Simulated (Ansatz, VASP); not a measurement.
**KTaO3: VASP beside Ansatz**

File INCAR:

```
PREC = Accurate
ENCUT = 520
EDIFF = 1E-6
ISMEAR = 0
SIGMA = 0.05
LREAL = False
LASPH = True
NELM = 60
ALGO = Normal
ISIF = 2
LWAVE = False
LCHARG = False
GGA = PS
NBANDS = 27
```

KPOINTS

```
regular mesh
0
Gamma
  8 8 8
```

File POSCAR:

```
KTaO3
1.0
    3.7939217662      0.0000000000      0.0000000000
    0.0000000000      3.7939217662      0.0000000000
    0.0000000000      0.0000000000      4.2803025366
K Ta O
1 1 3
Direct
    0.5000000000      0.5000000000      0.5000000000
    0.0000000000      0.0000000000      0.0000000000
    0.5000000000      0.0000000000      0.0000000000
    0.0000000000      0.5000000000      0.0000000000
    0.0000000000      0.0000000000      0.5000000000
```

Input for Ansatz:

```yaml
crystal:
  lattice:
    - [3.7939217662, 0.0, 0.0]
    - [0.0, 3.7939217662, 0.0]
    - [0.0, 0.0, 4.2803025366]
  atoms:
    - { symbol: K, position: [0.5, 0.5, 0.5] }
    - { symbol: Ta, position: [0.0, 0.0, 0.0] }
    - { symbol: O, position: [0.5, 0.0, 0.0] }
    - { symbol: O, position: [0.0, 0.5, 0.0] }
    - { symbol: O, position: [0.0, 0.0, 0.5] }
basis:
  ecutwfc: 520.0
kpoints:
  mp_grid: { grid: [8, 8, 8] }
hamiltonian:
  xc: pbesol
  pseudopotentials: { kind: paw }
scf:
  occupations: { method: gaussian, width: 0.05 }
output:
  forces: true
  stress: true
  eigenvalues: true
```

Alike in both runs: task single point; functional PBEsol; k mesh 8 × 8 × 8; occupations gaussian, width 0.05 eV; no spin polarisation.

|  | VASP | Ansatz |
| --- | --- | --- |
| version | VASP 6.6.1 | Ansatz 0.2.0 |
| potentials or method | VASP PAW PBE potentials, release 64 (K_sv, Ta_pv, O), cutoff 520 eV | scalar-relativistic, plane waves, PAW |
| valence electrons in the cell | 38 | 40 |

VASP gave:

```
gap on the k mesh at the Fermi level (eV)                     : 1.96
least direct gap on the mesh (eV)                             : 2.36
pressure (GPa)                                                : 12.6
traceless stress, the component that is largest in VASP (GPa) : -30.37
```

Question: Which values does Ansatz return?

Answer: gap on the k mesh at the Fermi level (eV): 2.01; least direct gap on the mesh (eV): 2.40; pressure (GPa): 11.6; traceless stress, the component that is largest in VASP (GPa): -29.78.

VASP's potentials were made for PBE, not for PBEsol. VASP's potentials hold 38 valence electrons a cell and Ansatz's 40, so a difference there can come from the potentials and not from the codes.

Neither program's run includes spin-orbit coupling.
